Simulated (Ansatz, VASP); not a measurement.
## Ag: VASP beside Ansatz

The input INCAR:

```
SYSTEM = Ag
  PREC = Accurate
  ENCUT = 520
  EDIFF = 1E-7
  ISMEAR = 0
  SIGMA = 0.15
  LREAL = .False.
  LASPH = .True.
  NELM = 80
  ALGO = Normal
  ISIF = 2
  LWAVE = .False.
  LCHARG = .False.
  GGA = PS
  NBANDS = 12
```

File KPOINTS:

```
regular mesh
0
Gamma
  20 20 20
  0 0 0
```

Contents of POSCAR:

```
Ag
1.0
    0.0000000000      2.0431000000      2.0431000000
    1.9818070000      0.0000000000      2.0431000000
    1.9818070000      2.0431000000      0.0000000000
Ag
1
Direct
    0.0000000000      0.0000000000      0.0000000000
```

Input for Ansatz:

```yaml
crystal:
  lattice:
    - [0.0, 2.0431, 2.0431]
    - [1.981807, 0.0, 2.0431]
    - [1.981807, 2.0431, 0.0]
  atoms:
    - { symbol: Ag, position: [0.0, 0.0, 0.0] }
basis:
  ecutwfc: 420
kpoints:
  mp_grid: { grid: [20, 20, 20] }
hamiltonian:
  xc: pbesol
scf:
  occupations: { method: gaussian, width: 0.15 }
output:
  forces: true
  stress: true
  eigenvalues: true
```

Change from the starting cell: strain -0.0300 x Voigt [1, 0, 0, 0, 0, 0], atoms carried along.

Alike in both runs: task single point; functional PBEsol; k mesh 20 × 20 × 20; occupations gaussian, width 0.15 eV; no spin polarisation.

|  | VASP | Ansatz |
| --- | --- | --- |
| version | VASP 6.6.1 | Ansatz 0.2.0 |
| potentials or method | VASP PAW PBE potentials, release 64 (Ag), cutoff 520 eV | scalar-relativistic, plane waves, PAW |
| valence electrons in the cell | 11 | 19 |

```tsv
	VASP	Ansatz	Ansatz less VASP
gap on the k mesh at the Fermi level (eV)	none	none	-
pressure (GPa)	0.6	0.9	+0.24
traceless stress, the component that is largest in VASP (GPa)	0.78	0.79	+0.005
```

VASP's potentials were made for PBE, not for PBEsol. A gap of «none» marks a metal or a gap that the smearing closes. VASP's potentials hold 11 valence electrons a cell and Ansatz's 19, so a difference there can come from the potentials and not from the codes.
